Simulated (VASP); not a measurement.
CaSe, 2 atoms in the cell. Symmetry: I4/mmm, No. 139, tetragonal system. Conventional cell: a = 4.245 Å, b = 4.245 Å, c = 5.935 Å, α = 90.00°, β = 90.00°, γ = 90.00°. Within 3.9 Å of Ca (site symmetry 4/mmm) lie 6 Se at 2.97 to 3.00 Å. Se (site symmetry 4/mmm) has 6 Ca at 2.97 to 3.00 Å within 3.9 Å.  This cell differs from its parent crystal: biaxial xy strain +1.1%.

| Quantity | Value |
| --- | --- |
| Program | VASP 6.6.1 |
| Task | single point |
| Functional | r2SCAN |
| Potentials or basis | VASP PAW PBE potentials, release 64 (Ca_sv, Se) |
| Cutoff | 520 eV |
| k mesh | 8 × 8 × 8 |
| Occupations | gaussian, width 0.01 eV |
| Spin | no spin polarisation |
| Dipole correction | no |
| Further INCAR settings | ALGO = Normal; EDIFF = 1e-06; NBANDS = 15 |

Potentials or basis: VASP PAW PBE potentials, release 64 (Ca_sv, Se).

The run is started by

```sh
$ cat potpaw_PBE.64/Ca_sv/POTCAR potpaw_PBE.64/Se/POTCAR > POTCAR
$ cp INCAR.step1 INCAR
$ mpirun -np 1 vasp_std > vasp.out
$ cp INCAR.step2 INCAR
$ mpirun -np 1 vasp_std > vasp.out
```

Hardware: 1 thread of Intel(R) Xeon(R) Platinum 8559C (Emerald Rapids), with other jobs on the host.

Q: How long does it take, and how much memory?

A: It took 91 s on 1 thread of Intel(R) Xeon(R) Platinum 8559C (Emerald Rapids) (shared host), peak memory 0.22 GiB. Counts: k points 59.
